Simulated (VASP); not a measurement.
# Sn (Immm) in VASP: notebook, part 2 of 2

VASP 6.6.1.

## Step 3: Single point, PBEsol+D3(BJ) (strain -0.040 along x and y, -0.080 along z)

Contents of INCAR:

```
SYSTEM = Sn
ALGO = Fast
EDIFF = 1E-7
ENCUT = 520
GGA = PS
ISIF = 2
ISMEAR = 0
IVDW = 12
LASPH = .True.
LCHARG = .False.
LREAL = .False.
LWAVE = .False.
NBANDS = 13
NELM = 60
PREC = Accurate
SIGMA = 0.15
```

Contents of KPOINTS:

```
k-points
0
Gamma
  20 20 20
  0 0 0
```

Contents of POSCAR:

```
Sn
1.0
   -1.6574774400      1.7045251200      2.1512746400
    1.6574774400     -1.7045251200      2.1512746400
    1.6574774400      1.7045251200     -2.1512746400
Sn
1
Direct
    0.0000000000      0.0000000000      0.0000000000
```

Potentials or basis: VASP PAW PBE potentials, release 64 (Sn_d).

On the command line:

```sh
cat potpaw_PBE.64/Sn_d/POTCAR > POTCAR
mpirun -np 1 vasp_std > vasp.out
```

Wall time 3.2 min (1 thread of Intel Xeon Platinum 8259CL at 2.50GHz (Skylake/Cascade Lake), shared host); peak memory 0.43 GiB.

Results (log left out):

- Free energy: -4.6388 eV
- Pressure: 2.8 GPa
- Band gap on the k mesh: zero (bands 7 and 8 overlap by 10.91 eV)
- Dispersion energy per atom: -0.437 eV

Stress tensor (GPa, compression positive):
```
3.54 0.00 0.00
0.00 2.55 0.00
0.00 0.00 2.26
```

Levels at points of the mesh, in eV from the Fermi level:
```tsv
k point	band 5	band 6	band 7	band 8	band 9	band 10
(0.00, 0.00, 0.00)	-21.38	-12.03	8.42	8.45	9.08	10.89
(0.50, 0.00, 0.00)	-21.30	-7.12	-5.31	5.78	7.18	10.61
(0.00, 0.50, 0.00)	-21.30	-6.84	-5.23	5.30	6.67	10.06
(0.50, 0.50, 0.00)	-21.27	-5.34	-4.47	2.40	3.04	6.38
(0.50, 0.50, 0.50)	-21.28	-3.66	-3.40	0.90	1.61	4.56
```

Caveat: the cell differs from its parent crystal (strain -0.040 along x and y, -0.080 along z); the PAW data sets were made with another functional, which shifts forces and pressure a little; spin-orbit coupling is left out, which moves the levels of the heavy elements.

## Step 4: Single point, PBEsol+D3(BJ) (strain -0.080 along x and y, +0.040 along z)

Contents of INCAR:

```
ALGO = Fast ; EDIFF = 1E-6
ENCUT = 520 ; GGA = PS
ISIF = 2 ; ISMEAR = 0
IVDW = 12 ; LASPH = T
LCHARG = F ; LREAL = F
LWAVE = F ; NBANDS = 13
NELM = 100 ; PREC = Accurate
SIGMA = 0.15
```

Contents of KPOINTS:

```
k-points
0
Gamma
  20 20 20
```

Contents of POSCAR:

```
Sn
1.0
   -1.5884158800      1.6335032400      2.4318756800
    1.5884158800     -1.6335032400      2.4318756800
    1.5884158800      1.6335032400     -2.4318756800
Sn
1
Direct
    0.0000000000      0.0000000000      0.0000000000
```

Potentials or basis: VASP PAW PBE potentials, release 64 (Sn_d).

On the command line:

```sh
cat potpaw_PBE.64/Sn_d/POTCAR > POTCAR
mpirun -np 1 vasp_std > vasp.out
```

OUTCAR:

```text
EDIFF = 1E-6
   ENCUT = 520
   GGA = PS
   ISIF = 2
   ISMEAR = 0
   IVDW = 12
   LASPH = T
   LREAL = F
   NELM = 100
   PREC = Accurate
 IVDW          = 12

 ion  position               nearest neighbor table
   1  0.000  0.000  0.000-

  LATTYP: Found a body centered orthorhombic cell.
 ALAT       =     3.1768317600
 B/A-ratio  =     1.0283851103
 C/A-ratio  =     1.5310069048

  Lattice vectors:

 A1 = (  -1.5884158800,   1.6335032400,   2.4318756800)
 A2 = (   1.5884158800,  -1.6335032400,   2.4318756800)
[... 568 lines left out ...]

------------------------ aborting loop because EDIFF is reached ----------------------------------------

 Edisp (eV)   -0.42075

 E8    (eV) :    -0.2968

  FORCE on cell =-STRESS in cart. coord.  units (eV):
  Direction    XX          YY          ZZ          XY          YZ          ZX
  --------------------------------------------------------------------------------------
  -------------------------------------------------------------------------------------
  Total       0.17811    -0.07091    -0.01510     0.00000     0.00000     0.00000
  in kB      11.30583    -4.50154    -0.95871     0.00000     0.00000     0.00000
  external pressure =        1.95 kB  Pullay stress =        0.00 kB

 VOLUME and BASIS-vectors are now :
 -----------------------------------------------------------------------------
  energy-cutoff  :      520.00
  volume of cell :       25.24
      direct lattice vectors                 reciprocal lattice vectors
    -1.588415880  1.633503240  2.431875680     0.000000000  0.306090608  0.205602615
     1.588415880 -1.633503240  2.431875680     0.314779024  0.000000000  0.205602615
     1.588415880  1.633503240 -2.431875680     0.314779024  0.306090608  0.000000000

 POSITION                                       TOTAL-FORCE (eV/Angst)
 -----------------------------------------------------------------------------------
      0.00000      0.00000      0.00000         0.000000     -0.000000      0.000000
 -----------------------------------------------------------------------------------
    total drift:                               -0.000000     -0.000000     -0.000000

  FREE ENERGIE OF THE ION-ELECTRON SYSTEM (eV)
  ---------------------------------------------------
  free  energy   TOTEN  =        -4.6449372748 eV

  energy  without entropy=       -4.6396519219  energy(sigma->0) =       -4.64229460
```

Wall time 6 min (1 thread of Intel Xeon Platinum 8259CL at 2.50GHz (Skylake/Cascade Lake), shared host); peak memory 0.46 GiB.

What came out:

| Quantity | Value |
| --- | --- |
| Free energy | -4.6449 eV |
| Pressure | 0.2 GPa |
| Band gap on the k mesh | zero (bands 7 and 8 overlap by 10.37 eV) |
| Dispersion energy per atom | -0.421 eV |

Caveat: the cell differs from its parent crystal (strain -0.080 along x and y, +0.040 along z); the PAW data sets were made with another functional, which shifts forces and pressure a little; spin-orbit coupling is left out, which moves the levels of the heavy elements.

## Step 5: The runs side by side

```tsv
cell	further INCAR settings	gap on the mesh (eV)	pressure (GPa)
a = 3.134 Å, angles 119.1, 117.2, 93.3°, 1 atom	ALGO = Fast; EDIFF = 1e-06; NBANDS = 13	none	10.4
a = 3.206 Å, angles 117.7, 115.8, 95.7°, 1 atom	ALGO = Fast; EDIFF = 1e-07; NBANDS = 13	none	2.8
a = 3.332 Å, angles 123.1, 121.3, 86.3°, 1 atom	ALGO = Fast; EDIFF = 1e-06; NBANDS = 13	none	0.2
```

Alike in all rows: task single point; level PBEsol+D3(BJ); potentials or basis VASP PAW PBE potentials, release 64 (Sn_d); no spin polarisation; k mesh 20 × 20 × 20; cutoff (eV) 520; smearing gaussian 0.15 eV.

Caveats: the PAW data sets were made with another functional, which shifts forces and pressure a little; spin-orbit coupling is left out, which moves the levels of the heavy elements; the cell stands under pressure (at least some runs).

Total energies depend on the potentials used, so only differences within one code and one set of settings carry meaning.
